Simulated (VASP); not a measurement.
# BaTiO3 (P4mm) in VASP: a series of runs

BaTiO3 is run at these levels: RPBE+D3(BJ), PBE+D3(BJ); tasks: single point.

Program: VASP 6.6.1. These are calculated values, not measurements. Logs are shortened: lines on timing, memory, paths and dates and some standing lists are left out, and cuts for length are marked.

## (1) The cell of the first run

Symmetry: P4mm, No. 99, tetragonal system. The conventional cell has a = 4.052 Å, b = 4.052 Å, c = 4.071 Å, α = 90.00°, β = 90.00°, γ = 90.00°. Ba (site symmetry 4mm) has 12 O at 2.82 to 2.92 Å and 8 Ti at 3.49 to 3.54 Å within 3.7 Å. Ti (site symmetry 4mm) has 6 O at 1.92 to 2.15 Å within 2.5 Å. O (site symmetry 2mm) has 2 Ti at 2.03 Å within 2.7 Å. Within 2.5 Å of O (site symmetry 4mm) lie 2 Ti at 1.92 to 2.15 Å.

## (2) Single point, RPBE+D3(BJ)

File INCAR:

```
SYSTEM = BaTiO3
PREC = Accurate ; ENCUT = 520
EDIFF = 1E-6 ; ISMEAR = -1
SIGMA = 0.05 ; LREAL = .FALSE.
LASPH = .TRUE. ; NELM = 60
ALGO = Normal ; ISIF = 2
LWAVE = .FALSE. ; LCHARG = .TRUE.
GGA = RP ; IVDW = 12
LELF = .TRUE. ; LVHAR = .TRUE.
NBANDS = 28
```

File KPOINTS:

```
regular mesh
0
G
  7 7 7
  0 0 0
```

File POSCAR:

```
BaTiO3
1.0
    4.0524349834      0.0000000000      0.0000000000
    0.0000000000      4.0524349834      0.0000000000
    0.0000000000      0.0000000000      4.0708744845
Ba Ti O
1 1 3
Direct
    0.0000000000      0.0000000000      0.0000000000
    0.5000000000      0.5000000000      0.4900000000
    0.0000000000      0.5000000000      0.5170000000
    0.5000000000      0.0000000000      0.5170000000
    0.5000000000      0.5000000000      0.0190000000
```

Potentials or basis: VASP PAW PBE potentials, release 64 (Ba_sv, Ti_sv, O).

Started as:

```bash
> cat potpaw_PBE.64/Ba_sv/POTCAR potpaw_PBE.64/Ti_sv/POTCAR potpaw_PBE.64/O/POTCAR > POTCAR
> mpirun -np 1 vasp_std > vasp.out
```

OUTCAR:

```text
SYSTEM = BaTiO3
   PREC = Accurate
   ENCUT = 520
   EDIFF = 1E-6
   ISMEAR = -1
   LREAL = .FALSE.
   LASPH = .TRUE.
   NELM = 60
   ISIF = 2
   GGA = RP
   IVDW = 12
 IVDW          = 12

 ion  position               nearest neighbor table
   1  0.000  0.000  0.000-   3 2.82   4 2.82   3 2.82   4 2.82   5 2.87   5 2.87   5 2.87   5 2.87
                             4 2.92   3 2.92   4 2.92   3 2.92   2 3.49   2 3.49   2 3.49   2 3.49
   2  0.500  0.500  0.490-   5 1.92   4 2.03   3 2.03   4 2.03   3 2.03   5 2.15   1 3.49   1 3.49
                             1 3.49   1 3.49   1 3.54   1 3.54   1 3.54   1 3.54
   3  0.000  0.500  0.517-   2 2.03   2 2.03   1 2.82   1 2.82   1 2.92   1 2.92
   4  0.500  0.000  0.517-   2 2.03   2 2.03   1 2.82   1 2.82   1 2.92   1 2.92
   5  0.500  0.500  0.019-   2 1.92   2 2.15   1 2.87   1 2.87   1 2.87   1 2.87

  LATTYP: Found a simple tetragonal cell.
 ALAT       =     4.0524349834
 C/A-ratio  =     1.0045502275

  Lattice vectors:

 A1 = (   4.0524349834,   0.0000000000,   0.0000000000)
 A2 = (   0.0000000000,   4.0524349834,   0.0000000000)
 A3 = (   0.0000000000,   0.0000000000,   4.0708744845)

Analysis of symmetry for initial positions (statically):
=====================================================================
 Subroutine PRICEL returns:
 Original cell was already a primitive cell.

 Routine SETGRP: Setting up the symmetry group for a
 simple tetragonal supercell.

 Subroutine GETGRP returns: Found  8 space group operations
 (whereof  8 operations were pure point group operations)
 out of a pool of 16 trial point group operations.

The static configuration has the point symmetry C_4v.

Analysis of symmetry for dynamics (positions and initial velocities):
=====================================================================
 Subroutine PRICEL returns:
 Original cell was already a primitive cell.

 Routine SETGRP: Setting up the symmetry group for a
 simple tetragonal supercell.

 Subroutine GETGRP returns: Found  8 space group operations
 (whereof  8 operations were pure point group operations)
 out of a pool of 16 trial point group operations.

The dynamic configuration has the point symmetry C_4v.

 Subroutine INISYM returns: Found  8 space group operations
 (whereof  8 operations are pure point group operations),
 and found     1 'primitive' translations

----------------------------------------------------------------------------------------

                                     Primitive cell

  volume of cell :      66.8528

  direct lattice vectors                    reciprocal lattice vectors
     4.052434983  0.000000000  0.000000000     0.246765217  0.000000000  0.000000000
     0.000000000  4.052434983  0.000000000     0.000000000  0.246765217  0.000000000
     0.000000000  0.000000000  4.070874485     0.000000000  0.000000000  0.245647466

  length of vectors
     4.052434983  4.052434983  4.070874485     0.246765217  0.246765217  0.245647466

  position of ions in fractional coordinates (direct lattice)
     0.000000000  0.000000000  0.000000000
     0.500000000  0.500000000  0.490000000
     0.000000000  0.500000000  0.517000000
     0.500000000  0.000000000  0.517000000
     0.500000000  0.500000000  0.019000000

  ion indices of the primitive-cell ions
   primitive index   ion index
                 1           1
                 2           2
                 3           3
                 4           4
                 5           5

----------------------------------------------------------------------------------------

 KPOINTS: regular mesh

Automatic generation of k-mesh.
 Grid dimensions read from file:
 generate k-points for:    7    7    7

 Generating k-lattice:

  Cartesian coordinates                     Fractional coordinates (reciprocal lattice)
     0.035252174  0.000000000  0.000000000     0.142857143  0.000000000  0.000000000
     0.000000000  0.035252174  0.000000000     0.000000000  0.142857143  0.000000000
     0.000000000  0.000000000  0.035092495     0.000000000  0.000000000  0.142857143

  Length of vectors
     0.035252174  0.035252174  0.035092495

  Shift w.r.t. Gamma in fractional coordinates (k-lattice)
     0.000000000  0.000000000  0.000000000

 Subroutine IBZKPT returns following result:
 ===========================================

 Found     40 irreducible k-points:

 Following reciprocal coordinates:
            Coordinates               Weight
  0.000000  0.000000  0.000000      1.000000
  0.142857  0.000000  0.000000      4.000000
  0.285714  0.000000  0.000000      4.000000
  0.428571  0.000000  0.000000      4.000000
  0.142857  0.142857  0.000000      4.000000
  0.285714  0.142857  0.000000      8.000000
[... 16 lines left out ...]
  0.285714  0.000000  0.285714      8.000000
  0.428571  0.000000  0.285714      8.000000
 [... further k-points ...]
   k-points           NKPTS =     40   k-points in BZ     NKDIM =     40   number of bands    NBANDS=     28
   number of dos      NEDOS =    301   number of ions     NIONS =      5
   total plane-waves  NPLWV =  27000
   dimension x,y,z NGX =    30 NGY =   30 NGZ =   30
   dimension x,y,z NGXF=    60 NGYF=   60 NGZF=   60
   ions per type =               1   1   3
   NGX,Y,Z   is equivalent  to a cutoff of  12.31, 12.31, 12.25 a.u.
   NGXF,Y,Z  is equivalent  to a cutoff of  24.61, 24.61, 24.50 a.u.
 SYSTEM =  BaTiO3
   PREC   = accura    normal or accurate (medium, high low for compatibility)
   ISTART =      0    job   : 0-new  1-cont  2-samecut
   ICHARG =      2    charge: 1-file 2-atom 10-const
   ISPIN  =      1    spin polarized calculation?
   LNONCOLLINEAR =      F non collinear calculations
   LSORBIT =      F    spin-orbit coupling
   LASPH  =      T    aspherical Exc in radial PAW
   ENCUT  =  520.0 eV  38.22 Ry    6.18 a.u.   7.53  7.53  7.57*2*pi/ulx,y,z
   NELM   =     60;   NELMIN=  2; NELMDL= -5     # of ELM steps
   EDIFF  = 0.1E-05   stopping-criterion for ELM
   LREAL  =      F    real-space projection
   EDIFFG = 0.1E-04   stopping-criterion for IOM
   NSW    =      0    number of steps for IOM
   IBRION =     -1    ionic relax: 0-MD 1-quasi-New 2-CG
   NFREE  =      0    steps in history (QN), initial steepest desc. (CG)
   ISIF   =      2    stress and relaxation
   ISYM   =      2    0-nonsym 1-usesym 2-fastsym
   POTIM  = 0.5000    time-step for ionic-motion
   TEBEG  =    0.0;   TEEND  =   0.0 temperature during run
   PSTRESS=    0.0 pullay stress
   NELECT =      40.0000    total number of electrons
   NUPDOWN=      -1.0000    fix difference up-down
   EMIN   =  10.00;   EMAX   =-10.00  energy-range for DOS
   EFERMI =   0.00;   METHOD = LEGACY
   ISMEAR =    -1;   SIGMA  =   0.05  broadening in eV -4-tet -1-fermi 0-gaus
   EFERMI_NEDOS =   21; number of points for ismear=-14 and -15
   IALGO  =     38    algorithm
   IMIX   =      4    mixing-type and parameters
     AMIX     =   0.40;   BMIX     =  1.00
     AMIX_MAG =   1.60;   BMIX_MAG =  1.00
  volume/ion in A,a.u.               =      13.37        90.23
  Fermi-wavevector in a.u.,A,eV,Ry     =   1.379500  2.606876 25.892144  1.903019
  Thomas-Fermi vector in A             =   2.504463
   LORBIT       =      0    0 simple, 1 ext, 2 COOP (PROOUT), +10 PAW based schemes
   GGA     = RP    functional components
   LHFCALC =     F    Hartree Fock is set to
   AEXX    =    0.0000 exact exchange contribution
   IVDW    =    12    specifies the selected vdW correction
   LEPSILON=     F    determine dielectric tensor
   LRPA    =     F    only Hartree local field effects (RPA)
 non-spin polarized calculation
  energy-cutoff  :      520.00
  volume of cell :       66.85
 maximum number of plane-waves:      1823
 NGX is ok and might be reduce to    30
   NGX = 15   NGY = 15   NGZ = 15

 number of electron      39.9999981 magnetization

 Free energy of the ion-electron system (eV)
  ---------------------------------------------------
  ext. energy  EPLUGINS =         0.00000000
  ---------------------------------------------------
  free energy    TOTEN  =       -37.95026490 eV

  energy without entropy =      -37.95026490  energy(sigma->0) =      -37.95026490

 E-fermi :   4.5711     XC(G=0): -10.8206

 val. band max:        3.6092618979   @ k =   0.4286   0.4286   0.4286
 cond. band min:       5.4265103516   @ k =   0.0000   0.0000   0.0000
 fundamental gap:      1.8172484537
 Fermi energy:         4.5711157989

 k-point     1 :       0.0000    0.0000    0.0000
  band No.  band energies     occupation
      1     -53.2219      2.00000
      2     -29.3650      2.00000
      3     -29.3392      2.00000
      4     -29.3392      2.00000
      5     -21.3190      2.00000
      6     -13.2241      2.00000
[... 20 lines left out ...]
     27       8.8085      0.00000
     28      10.7328      0.00000

 k-point     2 :       0.1429    0.0000    0.0000
  band No.  band energies     occupation
      1     -53.2218      2.00000
      2     -29.3647      2.00000
      3     -29.3473      2.00000
      4     -29.3389      2.00000
      5     -21.3015      2.00000
      6     -13.2313      2.00000
[... 20 lines left out ...]
     27       9.1629      0.00000
     28      11.2023      0.00000

 k-point     3 :       0.2857    0.0000    0.0000
  band No.  band energies     occupation
      1     -53.2215      2.00000
      2     -29.3656      2.00000
      3     -29.3638      2.00000
      4     -29.3383      2.00000
      5     -21.2617      2.00000
      6     -13.2955      2.00000
[... 20 lines left out ...]
     27      10.0701      0.00000
     28      11.8245      0.00000

 k-point     4 :       0.4286    0.0000    0.0000
  band No.  band energies     occupation
      1     -53.2212      2.00000
      2     -29.3798      2.00000
      3     -29.3634      2.00000
      4     -29.3378      2.00000
      5     -21.2293      2.00000
      6     -13.3773      2.00000
[... 578 lines left out ...]
     27      10.4326      0.00000
     28      12.0680      0.00000

 k-point    23 :       0.2857    0.0000    0.2857
  band No.  band energies     occupation
      1     -53.2210      2.00000
      2     -29.3887      2.00000
      3     -29.3641      2.00000
      4     -29.3374      2.00000
      5     -21.2179      2.00000
      6     -13.1184      2.00000
[... 20 lines left out ...]
     27      11.3706      0.00000
     28      12.0021      0.00000

 k-point    24 :       0.4286    0.0000    0.2857
  band No.  band energies     occupation
      1     -53.2207      2.00000
      2     -29.3880      2.00000
      3     -29.3784      2.00000
      4     -29.3369      2.00000
      5     -21.1919      2.00000
      6     -13.0916      2.00000
[... 20 lines left out ...]
     27      11.8667      0.00000
     28      12.3570      0.00000

 [... further k-points ...]

------------------------ aborting loop because EDIFF is reached ----------------------------------------

 Edisp (eV)   -7.54747

 E8    (eV) :    -5.2549

  FORCE on cell =-STRESS in cart. coord.  units (eV):
  Direction    XX          YY          ZZ          XY          YZ          ZX
  --------------------------------------------------------------------------------------
  -------------------------------------------------------------------------------------
  Total      -9.44857    -9.44857    -9.15344     0.00000     0.00000     0.00000
  in kB    -226.44182  -226.44182  -219.36902     0.00000     0.00000     0.00000
  external pressure =     -224.08 kB  Pullay stress =        0.00 kB

 VOLUME and BASIS-vectors are now :
 -----------------------------------------------------------------------------
  energy-cutoff  :      520.00
  volume of cell :       66.85
      direct lattice vectors                 reciprocal lattice vectors
     4.052434983  0.000000000  0.000000000     0.246765217  0.000000000  0.000000000
     0.000000000  4.052434983  0.000000000     0.000000000  0.246765217  0.000000000
     0.000000000  0.000000000  4.070874485     0.000000000  0.000000000  0.245647466

 POSITION                                       TOTAL-FORCE (eV/Angst)
 -----------------------------------------------------------------------------------
      0.00000      0.00000      0.00000         0.000000      0.000000      0.066521
      2.02622      2.02622      1.99473         0.000000      0.000000     -0.273392
      0.00000      2.02622      2.10464        -0.000000      0.000000     -0.130954
      2.02622      0.00000      2.10464         0.000000      0.000000     -0.130954
      2.02622      2.02622      0.07735         0.000000     -0.000000      0.468778
 -----------------------------------------------------------------------------------
    total drift:                                0.000000      0.000000      0.000352

  FREE ENERGIE OF THE ION-ELECTRON SYSTEM (eV)
  ---------------------------------------------------
  free  energy   TOTEN  =       -45.4977338102 eV

  energy  without entropy=      -45.4977338089  energy(sigma->0) =      -45.49773381
```

Wall time 33 s (1 thread of Intel Xeon 6975P-C (Granite Rapids), shared host); peak memory 0.23 GiB.

Results:

```yaml
Free_energy: -45.4977 eV
Pressure: -22.4 GPa
Largest_force: 0.469 eV/Å
Band_gap_on_the_k_mesh: 1.82 eV, indirect (least direct gap 2.04 eV)
Dispersion_energy_per_atom: -1.509 eV
```

Forces on the atoms (eV/Å):
```
Ba   0.000  0.000  0.067
Ti   0.000  0.000 -0.273
O    0.000  0.000 -0.131
O    0.000  0.000 -0.131
O    0.000  0.000  0.469
```

Levels at points of the mesh, in eV from the valence-band top:
| k point | band 18 | band 19 | band 20 | band 21 | band 22 | band 23 |
| --- | --- | --- | --- | --- | --- | --- |
| (0.00, 0.00, 0.00) | -0.25 | -0.22 | -0.22 | 1.82 | 2.02 | 2.02 |

Caveat: the PAW data sets were made with another functional, which shifts forces and pressure a little; spin-orbit coupling is left out, which moves the levels of the heavy elements. A hybrid or GW would open this gap; RPBE tends to underestimate it.

## (3) Single point, PBE+D3(BJ)

This run uses another cell than the first one, of 13.63 Å³/atom, 1.019 times its volume.

File INCAR:

```
PREC = Accurate ; ENCUT = 520
EDIFF = 1E-6 ; ISMEAR = -1
SIGMA = 0.05 ; LREAL = False
LASPH = True ; NELM = 100
ALGO = Normal ; ISIF = 2
LWAVE = False ; LCHARG = False
GGA = PE ; IVDW = 12
NBANDS = 28
```

File KPOINTS:

```
Automatic mesh
0
Gamma
  7 7 7
```

POSCAR: that of step 2 with these lines changed.

```diff
@@ -2,5 +2,5 @@
 1.0
-    4.0524349834      0.0000000000      0.0000000000
-    0.0000000000      4.0524349834      0.0000000000
-    0.0000000000      0.0000000000      4.0708744845
+    4.0782473671      0.0000000000      0.0000000000
+    0.0000000000      4.0782473671      0.0000000000
+    0.0000000000      0.0000000000      4.0968043205
 Ba Ti O
```

Potentials or basis: VASP PAW PBE potentials, release 64 (Ba_sv, Ti_sv, O).

Started as:

```bash
> cat potpaw_PBE.64/Ba_sv/POTCAR potpaw_PBE.64/Ti_sv/POTCAR potpaw_PBE.64/O/POTCAR > POTCAR
> mpirun -np 1 vasp_std > vasp.out
```

It took 33 s on 1 thread of Intel Xeon 6975P-C (Granite Rapids), shared host; peak memory 0.23 GiB.

Results (log left out):

- Free energy: -41.2166 eV
- Pressure: -7.9 GPa
- Largest force: 0.611 eV/Å
- Band gap on the k mesh: 1.74 eV, indirect (least direct gap 1.98 eV)
- Dispersion energy per atom: -0.249 eV

Forces in eV/Å, atoms in the order of the input:
```
Ba   0.000  0.000  0.023
Ti   0.000  0.000 -0.377
O    0.000  0.000 -0.128
O    0.000  0.000 -0.128
O    0.000  0.000  0.611
```

Stress tensor (GPa, compression positive):
```
-8.16  0.00  0.00
 0.00 -8.16  0.00
 0.00  0.00 -7.44
```

Levels at points of the mesh, in eV from the valence-band top:
```tsv
k point	band 18	band 19	band 20	band 21	band 22	band 23
(0.00, 0.00, 0.00)	-0.26	-0.24	-0.24	1.74	1.94	1.94
```

Caveat: spin-orbit coupling is left out, which moves the levels of the heavy elements.
